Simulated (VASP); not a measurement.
# SnO2 (R-3m) in VASP: further runs

The runs below take SnO2 through single point, with LDA, PBEsol.

Everything below comes from runs of VASP 6.6.1. Logs are shortened: lines on timing, memory, paths and dates and some standing lists are left out, and cuts for length are marked.

## (1) The cell of the first run

It takes space group R-3m (No. 166, trigonal). The conventional cell has a = 3.298 Å, b = 3.298 Å, c = 14.684 Å, α = 90.00°, β = 90.00°, γ = 120.00°. Within 2.9 Å of Sn (site symmetry -3m) lie 6 O at 2.17 Å. Within 2.9 Å of O (site symmetry 3m) lie 3 Sn at 2.17 Å and 3 O at 2.81 Å.

## (2) Single point, LDA

File INCAR:

```
SYSTEM = SnO2
ALGO     = Normal         ! electronic algorithm
EDIFF    = 1E-6           ! SCF threshold, eV
ENCUT    = 520            ! plane-wave cutoff, eV
ISIF     = 2              ! what is computed and relaxed
ISMEAR   = -1             ! smearing method
LASPH    = .TRUE.         ! aspherical terms in the spheres
LCHARG   = .TRUE.         ! write CHGCAR
LELF     = .TRUE.         ! ELF
LREAL    = .FALSE.        ! projectors in reciprocal space
LVHAR    = .TRUE.       
LWAVE    = .FALSE.        ! write WAVECAR
NBANDS   = 20             ! bands
NELM     = 60             ! most SCF steps
PREC     = Accurate       ! precision mode
SIGMA    = 0.05           ! smearing width, eV
```

File KPOINTS:

```
k-points
0
G
  10 10 10
  0 0 0
```

File POSCAR:

```
SnO2
1.0
    1.6488088345      0.9519402245      4.8947457539
   -1.6488088345      0.9519402245      4.8947457539
    0.0000000000     -1.9038804490      4.8947457539
Sn O
1 2
Direct
    0.5000000000      0.5000000000      0.5000000000
    0.7628300000      0.7628300000      0.7628300000
    0.2371700000      0.2371700000      0.2371700000
```

Potentials or basis: VASP PAW LDA potentials, release 64 (Sn_d, O).

Launch:

```console
$ cat potpaw_LDA.64/Sn_d/POTCAR potpaw_LDA.64/O/POTCAR > POTCAR
$ mpirun -np 1 vasp_std > vasp.out
```

OUTCAR:

```text
SYSTEM = SnO2
   EDIFF = 1E-6
   ENCUT = 520
   ISIF = 2
   ISMEAR = -1
   LASPH = .TRUE.
   LREAL = .FALSE.
   NELM = 60
   PREC = Accurate

 ion  position               nearest neighbor table
   1  0.500  0.500  0.500-   3 2.17   3 2.17   2 2.17   2 2.17   3 2.17   2 2.17
   2  0.763  0.763  0.763-   1 2.17   1 2.17   1 2.17
   3  0.237  0.237  0.237-   1 2.17   1 2.17   1 2.17

  LATTYP: Found a trigonal (rhomboedric) cell.
 ALAT       =     5.2519802702
 COS(alpha) =     0.8028828391

  Lattice vectors:

 A1 = (   1.6488088345,   0.9519402245,   4.8947457539)
 A2 = (  -1.6488088345,   0.9519402245,   4.8947457539)
 A3 = (   0.0000000000,  -1.9038804490,   4.8947457539)

Analysis of symmetry for initial positions (statically):
=====================================================================
 Subroutine PRICEL returns:
 Original cell was already a primitive cell.

 Routine SETGRP: Setting up the symmetry group for a
 trigonal (rhombohedral) supercell.

 Subroutine GETGRP returns: Found 12 space group operations
 (whereof 12 operations were pure point group operations)
 out of a pool of 12 trial point group operations.

The static configuration has the point symmetry D_3d.

Analysis of symmetry for dynamics (positions and initial velocities):
=====================================================================
 Subroutine PRICEL returns:
 Original cell was already a primitive cell.

 Routine SETGRP: Setting up the symmetry group for a
 trigonal (rhombohedral) supercell.

 Subroutine GETGRP returns: Found 12 space group operations
 (whereof 12 operations were pure point group operations)
 out of a pool of 12 trial point group operations.

The dynamic configuration has the point symmetry D_3d.

 Subroutine INISYM returns: Found 12 space group operations
 (whereof 12 operations are pure point group operations),
 and found     1 'primitive' translations

----------------------------------------------------------------------------------------

                                     Primitive cell

  volume of cell :      46.0958

  direct lattice vectors                    reciprocal lattice vectors
     1.648808835  0.951940225  4.894745754     0.303249224  0.175081021  0.068100234
    -1.648808835  0.951940225  4.894745754    -0.303249224  0.175081021  0.068100234
     0.000000000 -1.903880449  4.894745754     0.000000000 -0.350162042  0.068100234
[... 76 lines left out ...]
 SYSTEM =  SnO2
   PREC   = accura    normal or accurate (medium, high low for compatibility)
   ISTART =      0    job   : 0-new  1-cont  2-samecut
   ICHARG =      2    charge: 1-file 2-atom 10-const
   ISPIN  =      1    spin polarized calculation?
   LNONCOLLINEAR =      F non collinear calculations
   LSORBIT =      F    spin-orbit coupling
   LASPH  =      T    aspherical Exc in radial PAW
   ENCUT  =  520.0 eV  38.22 Ry    6.18 a.u.   9.77  9.77  9.77*2*pi/ulx,y,z
   NELM   =     60;   NELMIN=  2; NELMDL= -5     # of ELM steps
   EDIFF  = 0.1E-05   stopping-criterion for ELM
   LREAL  =      F    real-space projection
   EDIFFG = 0.1E-04   stopping-criterion for IOM
   NSW    =      0    number of steps for IOM
   IBRION =     -1    ionic relax: 0-MD 1-quasi-New 2-CG
   NFREE  =      0    steps in history (QN), initial steepest desc. (CG)
   ISIF   =      2    stress and relaxation
   ISYM   =      2    0-nonsym 1-usesym 2-fastsym
   POTIM  = 0.5000    time-step for ionic-motion
   TEBEG  =    0.0;   TEEND  =   0.0 temperature during run
   PSTRESS=    0.0 pullay stress
   NELECT =      26.0000    total number of electrons
   NUPDOWN=      -1.0000    fix difference up-down
   EMIN   =  10.00;   EMAX   =-10.00  energy-range for DOS
   EFERMI =   0.00;   METHOD = LEGACY
   ISMEAR =    -1;   SIGMA  =   0.05  broadening in eV -4-tet -1-fermi 0-gaus
   EFERMI_NEDOS =   21; number of points for ismear=-14 and -15
   IALGO  =     38    algorithm
   IMIX   =      4    mixing-type and parameters
     AMIX     =   0.40;   BMIX     =  1.00
     AMIX_MAG =   1.60;   BMIX_MAG =  1.00
  volume/ion in A,a.u.               =      15.37       103.69
  Fermi-wavevector in a.u.,A,eV,Ry     =   1.352629  2.556099 24.893305  1.829606
  Thomas-Fermi vector in A             =   2.479952
   LORBIT       =      0    0 simple, 1 ext, 2 COOP (PROOUT), +10 PAW based schemes
   GGA     = CA    functional components
   LHFCALC =     F    Hartree Fock is set to
   AEXX    =    0.0000 exact exchange contribution
   IVDW    =     0    specifies the selected vdW correction
   LEPSILON=     F    determine dielectric tensor
   LRPA    =     F    only Hartree local field effects (RPA)
 non-spin polarized calculation
  energy-cutoff  :      520.00
  volume of cell :       46.10
 maximum number of plane-waves:      1260
   NGX = 19   NGY = 19   NGZ = 19

 number of electron      25.9999991 magnetization

 Free energy of the ion-electron system (eV)
  ---------------------------------------------------
  ext. energy  EPLUGINS =         0.00000000
  ---------------------------------------------------
  free energy    TOTEN  =       -20.24795672 eV

  energy without entropy =      -20.24795670  energy(sigma->0) =      -20.24795671

 E-fermi :   3.2771     XC(G=0): -10.2790

 val. band max:        2.4416291149   @ k =  -0.1000   0.1000   0.0000
 cond. band min:       3.8700582868   @ k =   0.0000   0.0000   0.0000
 fundamental gap:      1.4284291719
 Fermi energy:         3.2770898231

 k-point     1 :       0.0000    0.0000    0.0000
  band No.  band energies     occupation
      1     -17.4771      2.00000
      2     -17.3413      2.00000
      3     -17.3413      2.00000
      4     -17.1981      2.00000
      5     -17.1981      2.00000
      6     -14.9928      2.00000
[... 541 lines left out ...]
     19      14.8615      0.00000
     20      18.6829      0.00000

 [... further k-points ...]
[... 5 lines left out ...]
  --------------------------------------------------------------------------------------
  -------------------------------------------------------------------------------------
  Total       -4.8400444     -4.8400444     -3.0722585      0.0000000     -0.0000000      0.0000000
  in kB     -168.2281054   -168.2281054   -106.7841909      0.0000000     -0.0000000      0.0000000
  external PRESSURE =    -147.7468006 kB  Pullay stress =       0.0000000 kB

 VOLUME and BASIS-vectors are now :
 -----------------------------------------------------------------------------
  energy-cutoff  :      520.00
  volume of cell :       46.10
      direct lattice vectors                 reciprocal lattice vectors
     1.648808835  0.951940225  4.894745754     0.303249224  0.175081021  0.068100234
    -1.648808835  0.951940225  4.894745754    -0.303249224  0.175081021  0.068100234
     0.000000000 -1.903880449  4.894745754     0.000000000 -0.350162042  0.068100234

 POSITION                                       TOTAL-FORCE (eV/Angst)
 -----------------------------------------------------------------------------------
      0.00000      0.00000      7.34212        -0.000000      0.000000      0.000000
      0.00000      0.00000     11.20158         0.000000      0.000000      1.134357
      0.00000      0.00000      3.48266         0.000000     -0.000000     -1.134357
 -----------------------------------------------------------------------------------
    total drift:                                0.000000      0.000000      0.000000

  FREE ENERGIE OF THE ION-ELECTRON SYSTEM (eV)
  ---------------------------------------------------
  free  energy   TOTEN  =       -20.2479567232 eV

  energy  without entropy=      -20.2479566988  energy(sigma->0) =      -20.24795671
```

stdout:

```text
POSCAR found type information on POSCAR SnO
 POSCAR found :  2 types and       3 ions
 scaLAPACK will be used
 LDA part: xc-table for (Slater(with rela. corr.)+CA(PZ))
 , standard interpolation
 POSCAR, INCAR and KPOINTS ok, starting setup
 FFT: planning ... GRIDC
 FFT: planning ... GRID_SOFT
 FFT: planning ... GRID
 WAVECAR not read
 entering main loop
```

It took 2.4 min on 1 thread of Intel Xeon 6975P-C (Granite Rapids), shared host; peak memory 0.25 GiB.

What came out:

* Free energy: -20.2480 eV
* Pressure: -14.8 GPa
* Largest force: 1.134 eV/Å
* Band gap on the k mesh: 1.43 eV, indirect (least direct gap 1.51 eV)

Forces in eV/Å, atoms in the order of the input:
```
Sn   0.000  0.000  0.000
O    0.000  0.000  1.134
O    0.000  0.000 -1.134
```

Caveat: spin-orbit coupling is left out, which moves the levels of the heavy elements; forces of over 1 eV/Å act on the atoms, so gaps and moduli don't describe the material at rest. A k mesh can miss the band edges.

## (3) Single point, PBEsol

This run uses another cell than the first one, of 13.63 Å³/atom, 0.887 times its volume.

File INCAR:

```
SYSTEM = SnO2
PREC = Accurate ; ENCUT = 520
EDIFF = 1E-6 ; ISMEAR = -1
SIGMA = 0.05 ; LREAL = .FALSE.
LASPH = .TRUE. ; NELM = 100
ALGO = Normal ; ISIF = 2
LWAVE = .FALSE. ; LCHARG = .FALSE.
GGA = PS ; NBANDS = 20
```

File KPOINTS:

```
regular mesh
0
G
  10 10 10
  0 0 0
```

File POSCAR:

```
SnO2
1.0
    1.5840819130      0.9145701189      4.7025938089
   -1.5840819130      0.9145701189      4.7025938089
    0.0000000000     -1.8291402378      4.7025938089
Sn O
1 2
Direct
    0.5000000000      0.5000000000      0.5000000000
    0.7628300000      0.7628300000      0.7628300000
    0.2371700000      0.2371700000      0.2371700000
```

Potentials or basis: VASP PAW PBE potentials, release 64 (Sn_d, O).

Launch:

```console
$ cat potpaw_PBE.64/Sn_d/POTCAR potpaw_PBE.64/O/POTCAR > POTCAR
$ mpirun -np 1 vasp_std > vasp.out
```

Run time: 3.3 min. Hardware: 1 thread of Intel Xeon Platinum 8488C (Sapphire Rapids), shared host; peak memory 0.29 GiB.

The run converged. Its results:

| Quantity | Value |
| --- | --- |
| Free energy | -19.2950 eV |
| Pressure | 5.0 GPa |
| Largest force | 0.352 eV/Å |
| Band gap on the k mesh | 2.25 eV, indirect (least direct gap 2.44 eV) |

Forces in eV/Å, atoms in the order of the input:
```
Sn   0.000  0.000  0.000
O    0.000  0.000 -0.352
O    0.000  0.000  0.352
```

Stress tensor (GPa, compression positive):
```
6.50 0.00 0.00
0.00 6.50 0.00
0.00 0.00 2.01
```

Levels at points of the mesh, in eV from the valence-band top:
```csv
k point,band 10,band 11,band 12,band 13,band 14,band 15,band 16,band 17
"(0.00, 0.00, 0.00)",-1.35,-0.88,-0.88,-0.18,2.25,5.88,11.45,11.45
"(0.50, 0.00, 0.00)",-3.16,-1.58,-0.61,-0.58,5.84,7.98,10.37,12.52
"(0.50, 0.50, 0.00)",-3.26,-1.22,-0.43,-0.01,5.52,7.11,11.18,11.46
"(0.50, 0.50, 0.50)",-1.42,-1.42,-0.83,-0.83,3.60,5.88,11.65,11.65
```

Caveat: the PAW data sets were made with another functional, which shifts forces and pressure a little; spin-orbit coupling is left out, which moves the levels of the heavy elements.

[end of part 1 of 2]
